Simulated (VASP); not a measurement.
Input of a VASP 6.6.1 run:

Contents of INCAR:

```
SYSTEM = Sc
PREC = Accurate
ENCUT = 520
EDIFF = 1E-7
ISMEAR = 0
SIGMA = 0.15
LREAL = .False.
LASPH = .True.
NELM = 60
ALGO = Normal
ISIF = 2
LWAVE = .False.
LCHARG = .False.
GGA = PE
NBANDS = 18
```

KPOINTS

```
Automatic mesh
0
Gamma
  15 15 10
  0 0 0
```

POSCAR

```
Sc
1.0
    3.3195022292      0.0000000000      0.0000000000
   -1.6597511146      2.8747732584      0.0000000000
    0.0000000000      0.0000000000      4.7496000000
Sc
2
Direct
    0.3333333333      0.6666666667      0.2500000000
    0.6666666667      0.3333333333      0.7500000000
```

Potentials or basis: VASP PAW PBE potentials, release 64 (Sc_sv).

Launch:

```sh
$ cat potpaw_PBE.64/Sc_sv/POTCAR > POTCAR
$ mpirun -np 1 vasp_std > vasp.out
```

Problem. What does it give for the pressure?

Solution. 5.2 GPa.

Problem. Predict the band gap on the k mesh.

Solution. Zero (bands 11 and 12 overlap by 2.24 eV).

Stress tensor (GPa, compression positive):
```
2.88 0.00 0.00
0.00 2.88 0.00
0.00 0.00 9.77
```

Caveat: the cell stands under pressure.
